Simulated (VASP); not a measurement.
The system is La2MgSe4.

```
La Mg Se
1.0
     0.00000    6.07624    6.07624
     6.07624    0.00000    6.07624
     6.07624    6.07624    0.00000
La Mg Se
4 2 8
Direct
  0.12500 0.62500 0.12500
  0.12500 0.12500 0.62500
  0.62500 0.12500 0.12500
  0.12500 0.12500 0.12500
  0.50000 0.50000 0.50000
  0.75000 0.75000 0.75000
  0.87682 0.87682 0.87682
  0.36954 0.87682 0.87682
  0.87682 0.36954 0.87682
  0.87682 0.87682 0.36954
  0.37318 0.37318 0.88046
  0.37318 0.88046 0.37318
  0.88046 0.37318 0.37318
  0.37318 0.37318 0.37318
```

Base run:

```yaml
Program: VASP 6.6.1
Functional: r2SCAN
Potentials_or_basis: VASP PAW PBE potentials, release 64 (La, Mg, Se)
Cutoff: 520 eV
k_mesh: 4 × 4 × 4
Occupations: fermi-dirac, width 0.02 eV
Spin: no spin polarisation
```

Its results: band gap on the k mesh 1.76 eV; pressure -0.5 GPa.

**Question.** The run is repeated on the same cell with these changes: functional from r2SCAN to PBE. What comes out?

**Answer.** Band gap on the k mesh 1.32 eV; pressure 0.0 GPa.

Caveats: spin-orbit coupling is left out, which moves the levels of the heavy elements; the PAW data sets were made with another functional, which shifts forces and pressure a little (at least some runs).

A k mesh can miss the band edges.
